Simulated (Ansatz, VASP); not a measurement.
# Two plane-wave programs on Sr2AgMoO6

```
Sr Ag Mo O
1.0
     0.00000    5.71613    0.00000
     5.71613    0.00000    0.00000
     2.85807    2.85807   -4.08563
Sr Ag Mo O
2 1 1 6
Direct
  0.75000 0.25000 0.50000
  0.25000 0.75000 0.50000
  0.00000 0.00000 0.00000
  0.50000 0.50000 0.00000
  0.26520 0.26520 0.46960
  0.73480 0.73480 0.53040
  0.33824 0.20653 0.00000
  0.20653 0.66176 0.00000
  0.66176 0.79347 0.00000
  0.79347 0.33824 0.00000
```

Alike in both runs: functional PBE; k mesh 5 × 5 × 5; no spin polarisation.

Ansatz relaxed the structure, and its values are those at the end. VASP's run is a single point on that final structure, the one shown.

|  | VASP | Ansatz |
| --- | --- | --- |
| version | VASP 6.6.1 | Ansatz 0.2.0 |
| potentials or method | VASP PAW PBE potentials, release 64 (Sr_sv, Ag, Mo_sv, O), cutoff 520 eV | PAW plane waves |
| occupations | methfessel-paxton of order 1, width 0.0674 eV | cold, width 0.0674 eV |
| valence electrons in the cell | 81 | 89 |

|  | VASP | Ansatz | Ansatz less VASP |
| --- | --- | --- | --- |
| pressure (GPa) | 4.8 | 4.4 | -0.43 |
| rms of the force components (eV/Å) | 0.031 | 0.007 | -0.0234 |

VASP's potentials hold 81 valence electrons a cell and Ansatz's 89, so a difference there can come from the potentials and not from the codes. Ansatz's warnings: stress scf threshold loose.
